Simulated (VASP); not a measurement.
# Si5Ge (P-62m) in VASP: a series of runs

The runs below take Si5Ge through single point, relaxation of cell and atoms, with PBE.

Everything below comes from runs of VASP 6.6.1. Logs are shortened: lines on timing, memory, paths and dates and some standing lists are left out, and cuts for length are marked.

### 1 The cell of the first run

Symmetry: P-62m, No. 189, hexagonal system. The conventional cell has a = 4.895 Å, b = 4.895 Å, c = 4.590 Å, α = 90.00°, β = 90.00°, γ = 120.00°. Si (site symmetry -6) has 9 Si at 2.82 to 2.83 Å and 3 Ge at 2.83 Å within 3.7 Å. Si (site symmetry m2m) has 2 Ge at 2.82 Å and 10 Si at 2.82 to 2.83 Å within 3.7 Å. Ge (site symmetry -62m) has 12 Si at 2.82 to 2.83 Å within 3.7 Å.

### 2 Single point, PBE

Input file INCAR:

```
PREC = Accurate
ENCUT = 520
EDIFF = 1E-7
ISMEAR = 0
SIGMA = 0.1
LREAL = F
LASPH = T
NELM = 80
ALGO = Normal
ISIF = 2
LWAVE = F
LCHARG = T
GGA = PE
LELF = T
LVHAR = T
NBANDS = 26
```

Input file KPOINTS:

```
regular mesh
0
Gamma
  6 6 4
```

Input file POSCAR:

```
Si5Ge
1.0
    4.8953830300      0.0000000000      0.0000000000
   -2.4476915100      4.2395260700      0.0000000000
    0.0000000000      0.0000000000      4.5901537100
Si Ge
5 1
Direct
    0.6666666700      0.3333333300      0.0000000000
    0.3333333300      0.6666666700      0.0000000000
    0.3333333300      0.0000000000      0.5000000000
    0.0000000000      0.3333333300      0.5000000000
    0.6666666700      0.6666666700      0.5000000000
    0.0000000000      0.0000000000      0.0000000000
```

Potentials or basis: VASP PAW PBE potentials, release 64 (Si, Ge_d).

The run is started by

```console
> cat potpaw_PBE.64/Si/POTCAR potpaw_PBE.64/Ge_d/POTCAR > POTCAR
> mpirun -np 1 vasp_std > vasp.out
```

OUTCAR:

```text
PREC = Accurate
   ENCUT = 520
   EDIFF = 1E-7
   ISMEAR = 0
   LREAL = F
   LASPH = T
   NELM = 80
   ISIF = 2
   GGA = PE

 ion  position               nearest neighbor table
   1  0.667  0.333  0.000-   4 2.82   4 2.82   3 2.82   3 2.82   5 2.82   5 2.82   6 2.83   2 2.83
                             2 2.83   6 2.83   6 2.83   2 2.83
   2  0.333  0.667  0.000-   3 2.82   3 2.82   4 2.82   4 2.82   5 2.82   5 2.82   6 2.83   1 2.83
                             1 2.83   6 2.83   6 2.83   1 2.83
   3  0.333  0.000  0.500-   6 2.82   6 2.82   2 2.82   2 2.82   1 2.82   1 2.82   4 2.83   5 2.83
                             5 2.83   4 2.83   4 2.83   5 2.83
   4  0.000  0.333  0.500-   1 2.82   1 2.82   6 2.82   6 2.82   2 2.82   2 2.82   3 2.83   5 2.83
                             5 2.83   3 2.83   5 2.83   3 2.83
   5  0.667  0.667  0.500-   6 2.82   6 2.82   2 2.82   2 2.82   1 2.82   1 2.82   3 2.83   4 2.83
                             3 2.83   4 2.83   4 2.83   3 2.83
   6  0.000  0.000  0.000-   3 2.82   3 2.82   4 2.82   4 2.82   5 2.82   5 2.82   1 2.83   2 2.83
                             1 2.83   2 2.83   1 2.83   2 2.83

  LATTYP: Found a hexagonal cell.
 ALAT       =     4.8953830300
 C/A-ratio  =     0.9376495530

  Lattice vectors:

 A1 = (   4.8953830300,   0.0000000000,   0.0000000000)
 A2 = (  -2.4476915100,   4.2395260700,   0.0000000000)
 A3 = (   0.0000000000,   0.0000000000,   4.5901537100)

Analysis of symmetry for initial positions (statically):
=====================================================================
 Subroutine PRICEL returns:
 Original cell was already a primitive cell.

 Routine SETGRP: Setting up the symmetry group for a
 hexagonal supercell.

 Subroutine GETGRP returns: Found 12 space group operations
 (whereof 12 operations were pure point group operations)
 out of a pool of 24 trial point group operations.

The static configuration has the point symmetry D_3h.

Analysis of symmetry for dynamics (positions and initial velocities):
=====================================================================
 Subroutine PRICEL returns:
 Original cell was already a primitive cell.

 Routine SETGRP: Setting up the symmetry group for a
 hexagonal supercell.

 Subroutine GETGRP returns: Found 12 space group operations
 (whereof 12 operations were pure point group operations)
 out of a pool of 24 trial point group operations.

The dynamic configuration has the point symmetry D_3h.

 Subroutine INISYM returns: Found 12 space group operations
 (whereof 12 operations are pure point group operations),
 and found     1 'primitive' translations

[... 105 lines left out ...]
   ISYM   =      2    0-nonsym 1-usesym 2-fastsym
   POTIM  = 0.5000    time-step for ionic-motion
   TEBEG  =    0.0;   TEEND  =   0.0 temperature during run
   PSTRESS=    0.0 pullay stress
   NELECT =      34.0000    total number of electrons
   NUPDOWN=      -1.0000    fix difference up-down
   EMIN   =  10.00;   EMAX   =-10.00  energy-range for DOS
   EFERMI =   0.00;   METHOD = LEGACY
   ISMEAR =     0;   SIGMA  =   0.10  broadening in eV -4-tet -1-fermi 0-gaus
   EFERMI_NEDOS =   21; number of points for ismear=-14 and -15
   IALGO  =     38    algorithm
   IMIX   =      4    mixing-type and parameters
     AMIX     =   0.40;   BMIX     =  1.00
     AMIX_MAG =   1.60;   BMIX_MAG =  1.00
  volume/ion in A,a.u.               =      15.88       107.15
  Fermi-wavevector in a.u.,A,eV,Ry     =   1.161246  2.194436 18.347337  1.348491
  Thomas-Fermi vector in A             =   2.297820
   LORBIT       =      0    0 simple, 1 ext, 2 COOP (PROOUT), +10 PAW based schemes
   GGA     = PE    functional components
   LHFCALC =     F    Hartree Fock is set to
   AEXX    =    0.0000 exact exchange contribution
   IVDW    =     0    specifies the selected vdW correction
   LEPSILON=     F    determine dielectric tensor
   LRPA    =     F    only Hartree local field effects (RPA)
 non-spin polarized calculation
 Gauss-broadening in eV      SIGMA  =   0.10
  energy-cutoff  :      520.00
  volume of cell :       95.26
 maximum number of plane-waves:      2582
   NGX = 19   NGY = 19   NGZ = 17

 number of electron      33.9999986 magnetization

 Free energy of the ion-electron system (eV)
  ---------------------------------------------------
  ext. energy  EPLUGINS =         0.00000000
  ---------------------------------------------------
  free energy    TOTEN  =       -28.53335336 eV

  energy without entropy =      -28.51765076  energy(sigma->0) =      -28.52550206

 E-fermi :   8.9826     XC(G=0): -11.0531

 val. band max:        8.9753942019   @ k =   0.5000   0.0000   0.2500
 cond. band min:       8.9896942927   @ k =   0.3333   0.1667   0.2500
 fundamental gap:      0.0143000908
 Fermi energy:         8.9825858665

 k-point     1 :       0.0000    0.0000    0.0000
  band No.  band energies     occupation
      1     -15.8356      2.00000
      2     -15.8356      2.00000
      3     -15.8351      2.00000
      4     -15.8303      2.00000
      5     -15.8303      2.00000
      6      -4.8752      2.00000
[... 598 lines left out ...]
     25      13.8786      0.00000
     26      13.9875      0.00000

------------------------ aborting loop because EDIFF is reached ----------------------------------------

  FORCE on cell =-STRESS in cart. coord.  units (eV):
  Direction    XX          YY          ZZ          XY          YZ          ZX
  --------------------------------------------------------------------------------------
  -------------------------------------------------------------------------------------
  Total       -2.3240718     -2.3240718     -0.8968668     -0.0000000      0.0000000      0.0000000
  in kB      -39.0866918    -39.0866918    -15.0836800     -0.0000000      0.0000000      0.0000000
  external PRESSURE =     -31.0856879 kB  Pullay stress =       0.0000000 kB

 VOLUME and BASIS-vectors are now :
 -----------------------------------------------------------------------------
  energy-cutoff  :      520.00
  volume of cell :       95.26
      direct lattice vectors                 reciprocal lattice vectors
     4.895383030  0.000000000  0.000000000     0.204274108  0.117937711  0.000000000
    -2.447691510  4.239526070  0.000000000     0.000000000  0.235875422  0.000000000
     0.000000000  0.000000000  4.590153710     0.000000000  0.000000000  0.217857628

 POSITION                                       TOTAL-FORCE (eV/Angst)
 -----------------------------------------------------------------------------------
      2.44769      1.41318      0.00000        -0.000000      0.000000      0.000000
     -0.00000      2.82635      0.00000        -0.000000      0.000000      0.000000
      1.63179      0.00000      2.29508         0.256395      0.000000      0.000000
     -0.81590      1.41318      2.29508        -0.128198      0.222045      0.000000
      1.63179      2.82635      2.29508        -0.128198     -0.222045     -0.000000
      0.00000      0.00000      0.00000        -0.000000     -0.000000      0.000000
 -----------------------------------------------------------------------------------
    total drift:                               -0.000000     -0.000000     -0.000000

  FREE ENERGIE OF THE ION-ELECTRON SYSTEM (eV)
  ---------------------------------------------------
  free  energy   TOTEN  =       -28.5333533594 eV

  energy  without entropy=      -28.5176507615  energy(sigma->0) =      -28.52550206
```

stdout:

```text
POSCAR found type information on POSCAR SiGe
 POSCAR found :  2 types and       6 ions
 scaLAPACK will be used
 LDA part: xc-table for (Slater+PW92), standard interpolation
 POSCAR, INCAR and KPOINTS ok, starting setup
 FFT: planning ... GRIDC
 FFT: planning ... GRID_SOFT
 FFT: planning ... GRID
 WAVECAR not read
 entering main loop
```

Run time: 19 s. Hardware: 1 thread of Intel Xeon 6975P-C (Granite Rapids), shared host; peak memory 0.22 GiB.

What came out:

- Free energy: -28.5334 eV
- Pressure: -3.1 GPa
- Largest force: 0.256 eV/Å
- Band gap on the k mesh: zero (bands 17 and 18 overlap by 4.46 eV)

Forces on the atoms (eV/Å):
```
Si   0.000  0.000  0.000
Si   0.000  0.000  0.000
Si   0.256  0.000  0.000
Si  -0.128  0.222  0.000
Si  -0.128 -0.222  0.000
Ge   0.000  0.000  0.000
```

Caveat: the cell stands under tension.

### 3 Single point, PBE

This run uses another cell than the first one, of 15.37 Å³/atom.

Input file INCAR:

```
ALGO = Normal
EDIFF = 1E-6
ENCUT = 520
GGA = PE
ISIF = 2
ISMEAR = 0
LASPH = True
LCHARG = True
LELF = True
LREAL = False
LVHAR = True
LWAVE = False
NBANDS = 26
NELM = 60
PREC = Accurate
SIGMA = 0.1
```

Input file KPOINTS:

```
k-points
0
Gamma
  12 12 8
```

Input file POSCAR:

```
Si5Ge
1.0
    4.8142966971     -0.0000000028      0.0000000000
   -2.4071483461      4.1693032425      0.0000000000
    0.0000000000      0.0000000000      4.5939567701
Si Ge
5 1
Direct
    0.6666666667      0.3333333333      0.0000000000
    0.3333333333      0.6666666667      0.0000000000
    0.3553513756      0.0000000000      0.5000000000
    0.0000000000      0.3553513756      0.5000000000
    0.6446486244      0.6446486244      0.5000000000
    0.0000000000      0.0000000000      0.0000000000
```

Potentials or basis: VASP PAW PBE potentials, release 64 (Si, Ge_d).

The run is started by

```console
> cat potpaw_PBE.64/Si/POTCAR potpaw_PBE.64/Ge_d/POTCAR > POTCAR
> mpirun -np 1 vasp_std > vasp.out
```

It took 60 s on 1 thread of Intel Xeon 6975P-C (Granite Rapids), shared host; peak memory 0.32 GiB.

It converged, with:

```
Free energy            : -28.4539 eV
Pressure               : 0.0 GPa
Band gap on the k mesh : zero (bands 17 and 18 overlap by 4.84 eV)
```

Levels at points of the mesh, in eV from the Fermi level:
```
           k point  band 13  band 14  band 15  band 16  band 17  band 18  band 19  band 20  band 21  band 22
(0.00, 0.00, 0.00)    -4.88    -4.88    -0.01     0.17     0.26     0.26     0.49     0.49     0.56     0.56
(0.50, 0.00, 0.00)    -4.50    -1.80    -1.61    -1.38    -0.15     0.03     0.33     0.58     0.81     3.25
(0.00, 0.00, 0.50)    -4.31    -4.31    -3.71    -3.26    -3.26    -3.22    -3.22     1.04     1.15     6.54
(0.50, 0.00, 0.50)    -5.65     1.21     1.27     1.58     1.62     1.92     1.94     2.02     2.02     3.25
```

### 4 Relaxation of cell and atoms, PBE

Input file INCAR:

```
SYSTEM = Si5Ge
  PREC = Accurate
  ENCUT = 600
  EDIFF = 1E-7
  ISMEAR = 0
  SIGMA = 0.1
  LREAL = .False.
  LASPH = .True.
  NELM = 80
  ALGO = Normal
  ISIF = 3
  LWAVE = .False.
  LCHARG = .False.
  GGA = PE
  IBRION = 2
  NSW = 100
  EDIFFG = -0.01
```

Input file KPOINTS:

```
Automatic mesh
0
Gamma
  12 12 8
  0 0 0
```

Input file POSCAR:

```
Si5Ge
1.0
    4.8953830300      0.0000000000      0.0000000000
   -2.4476915100      4.2395260700      0.0000000000
    0.0000000000      0.0000000000      4.5901537100
Si Ge
5 1
Direct
    0.6666666700      0.3333333300      0.0000000000
    0.3333333300      0.6666666700      0.0000000000
    0.3333333300      0.0000000000      0.5000000000
    0.0000000000      0.3333333300      0.5000000000
    0.6666666700      0.6666666700      0.5000000000
    0.0000000000      0.0000000000      0.0000000000
```

The run is started by

```console
> cat potpaw_PBE.64/Si/POTCAR potpaw_PBE.64/Ge_d/POTCAR > POTCAR
> mpirun -np 1 vasp_std > vasp.out
```

Wall time 14 min (1 thread of Intel Xeon 6975P-C (Granite Rapids), shared host); peak memory 0.4 GiB.

Results (log left out):

| Quantity | Value |
| --- | --- |
| Free energy | -28.4565 eV |
| Relaxed volume | 15.39 Å³/atom |
| Relaxed cell | a = 4.765 Å, b = 4.765 Å, c = 4.695 Å, α = 90.00°, β = 90.00°, γ = 120.00° |
| Space group after relaxing (to 0.1 Å) | P-62m (No. 189) |
| Energy gained by relaxing | 13.5 meV/atom |
| Ionic steps | 16 |
| Pressure after relaxing | 0.0 GPa |
| Largest force after relaxing | 0.009 eV/Å |
| Band gap on the k mesh | zero (bands 17 and 18 overlap by 4.96 eV) |

Forces in eV/Å, atoms in the order of the input:
```
Si   0.000  0.000  0.000
Si   0.000  0.000  0.000
Si  -0.009  0.000  0.000
Si   0.005 -0.008  0.000
Si   0.005  0.008  0.000
Ge   0.000  0.000  0.000
```

Step by step:
| step | energy change (eV) | largest force (eV/Å) | pressure (GPa) | volume (Å³) |
| --- | --- | --- | --- | --- |
| 1 | 0.0000 | 0.2927 | -2.52 | 95.26 |
| 2 | -0.0402 | 0.2658 | 0.19 | 91.87 |
| 3 | -0.0411 | 0.2600 | 0.66 | 91.33 |
| 4 | -0.0566 | 0.1970 | 0.58 | 91.39 |
| 5 | -0.0747 | 0.0736 | 0.51 | 91.51 |
| 6 | -0.0661 | 0.1384 | 0.95 | 91.70 |
| 7 | -0.0793 | 0.0001 | 0.57 | 91.58 |
| 8 | -0.0795 | 0.0213 | 0.61 | 91.60 |
| 9 | -0.0796 | 0.0050 | -0.59 | 92.99 |
| 10 | -0.0808 | 0.0130 | -0.04 | 92.30 |
| 11 | -0.0808 | 0.0131 | 0.02 | 92.28 |
| 12 | -0.0810 | 0.0136 | 0.00 | 92.28 |
| 13 | -0.0811 | 0.0142 | 0.01 | 92.28 |
| 14 | -0.0810 | 0.0146 | 0.03 | 92.29 |
| 15 | -0.0812 | 0.0144 | 0.01 | 92.28 |
| 16 | -0.0812 | 0.0090 | -0.03 | 92.32 |

Final structure:
```
Si Ge
1.0
     4.76474    0.00000    0.00000
    -2.38237    4.12639    0.00000
     0.00000    0.00000    4.69531
Si Ge
5 1
Direct
  0.66667 0.33333 0.00000
  0.33333 0.66667 0.00000
  0.35139 0.00000 0.50000
  0.00000 0.35139 0.50000
  0.64861 0.64861 0.50000
  0.00000 0.00000 0.00000
```

Levels at points of the mesh, in eV from the Fermi level:
| k point | band 13 | band 14 | band 15 | band 16 | band 17 | band 18 | band 19 | band 20 | band 21 |
| --- | --- | --- | --- | --- | --- | --- | --- | --- | --- |
| (0.00, 0.00, 0.00) | -4.83 | -4.83 | -0.21 | -0.07 | -0.07 | 0.20 | 0.22 | 0.22 | 0.28 |
| (0.50, 0.00, 0.00) | -4.63 | -2.10 | -1.93 | -1.39 | 0.15 | 0.26 | 0.30 | 0.79 | 1.02 |
| (0.00, 0.00, 0.50) | -4.24 | -4.24 | -3.75 | -3.29 | -3.29 | -3.27 | -3.27 | 0.42 | 0.52 |
| (0.50, 0.00, 0.50) | -5.68 | 1.44 | 1.51 | 1.66 | 1.69 | 1.79 | 1.93 | 1.97 | 2.00 |

### 5 Summary

```csv
task,cell,k mesh,cutoff (eV),gap on the mesh (eV),pressure (GPa),largest force (eV/Å)
single point,"a = 4.895, b = 4.895, c = 4.590 Å, angles 90.0, 90.0, 120.0°, 6 atoms, atomic positions A",6 × 6 × 4,520,none,-3.1,0.26
single point,"a = 4.814, b = 4.814, c = 4.594 Å, angles 90.0, 90.0, 120.0°, 6 atoms, atomic positions B",12 × 12 × 8,520,none,0.0,-
relaxation of cell and atoms,"relaxed from a = 4.895, b = 4.895, c = 4.590 Å, angles 90.0, 90.0, 120.0°, 6 atoms, atomic positions A",12 × 12 × 8,600,none,0.0,0.01
```

Alike in all rows: level PBE; potentials or basis VASP PAW PBE potentials, release 64 (Si, Ge_d); no spin polarisation; smearing gaussian 0.1 eV.

Caveats: the cell stands under tension (at least some runs).

Absolute energies hang on the potentials; compare differences alone.
